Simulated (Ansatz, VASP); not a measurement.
**One calculation of YF4, two programs**

```
Y F
1.0
     0.00000    4.43576    4.43576
     4.43576    0.00000    4.43576
     4.43576    4.43576    0.00000
Y F
1 4
Direct
  0.75000 0.75000 0.75000
  0.61606 0.61606 0.61606
  0.61606 0.61606 0.15183
  0.61606 0.15183 0.61606
  0.15183 0.61606 0.61606
```

Alike in both runs: functional PBE; k mesh 4 × 4 × 4; occupations gaussian, width 0.1 eV; no spin polarisation.

Ansatz relaxed the structure, and its values are those at the end. VASP's run is a single point on that final structure, the one shown.

|  | VASP | Ansatz |
| --- | --- | --- |
| version | VASP 6.6.1 | Ansatz 0.2.0 |
| potentials or method | VASP PAW PBE potentials, release 64 (Y_sv, F), cutoff 600 eV | scalar-relativistic, plane waves, PAW |
| valence electrons in the cell | 39 | 39 |

```tsv
	VASP	Ansatz	Ansatz less VASP
pressure (GPa)	0.2	0.2	+0.07
rms of the force components (eV/Å)	0.014	0.006	-0.0079
```

With one functional, cell and mesh, what is left measures potentials, basis and numerics.
